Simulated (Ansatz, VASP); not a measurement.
**CoO in VASP and in Ansatz**

INCAR

```
ALGO = Normal
EDIFF = 1E-7
ENCUT = 520
GGA = PE
ISIF = 2
ISMEAR = 0
ISPIN = 2
LASPH = True
LCHARG = False
LMAXMIX = 4
LORBIT = 11
LREAL = False
LWAVE = False
MAGMOM = 2 0
NBANDS = 18
NELM = 150
PREC = Accurate
SIGMA = 0.016
```

Contents of KPOINTS:

```
k-points
0
Gamma
  11 11 11
```

Contents of POSCAR:

```
CoO
1.0
    0.0000000000      2.1315000000      2.1315000000
    2.1315000000      0.0000000000      2.1315000000
    2.1315000000      2.1315000000      0.0000000000
Co O
1 1
Direct
    0.0000000000      0.0000000000      0.0000000000
    0.5000000000      0.5000000000      0.5000000000
```

input.yaml

```yaml
crystal:
  lattice:
    - [0.0, 2.1315, 2.1315]
    - [2.1315, 0.0, 2.1315]
    - [2.1315, 2.1315, 0.0]
  atoms:
    - { symbol: Co, position: [0.0, 0.0, 0.0], spin: 2.0 }
    - { symbol: O, position: [0.5, 0.5, 0.5] }
kpoints:
  mp_grid: { grid: [11, 11, 11] }
scf:
  occupations: { method: gaussian, width: 0.016 }
hamiltonian:
  xc: pbe
  pseudopotentials: { kind: all_electron, lapw: { basis_error: 0.001 } }
magnetization:
  spin_polarized: true
output:
  forces: true
  stress: true
  eigenvalues: true
```

Alike in both runs: task single point; functional PBE; k mesh 11 × 11 × 11; occupations gaussian, width 0.016 eV; collinear spin.

|  | VASP | Ansatz |
| --- | --- | --- |
| version | VASP 6.6.1 | Ansatz 0.2.0 |
| potentials or method | VASP PAW PBE potentials, release 64 (Co, O), cutoff 520 eV | all-electron LAPW, scalar-relativistic |

Ansatz gave:

| Property | Result |
| --- | --- |
| gap on the k mesh at the Fermi level (eV) | none |
| pressure (GPa) | -1.6 |
| net moment per atom (μB) | 1.49 |
| size of the moment on the site where the two differ most (μB) | 2.63 |

Question: Estimate VASP's values.

Answer: gap on the k mesh at the Fermi level (eV): none; pressure (GPa): -2.4; net moment per atom (μB): 1.46; size of the moment on the site where the two differ most (μB): 2.57.

Site moments also hang on the region over which each program counts them. A gap of «none» marks a metal or a gap that the smearing closes. Ansatz ran all-electron here, and VASP with PAW potentials.
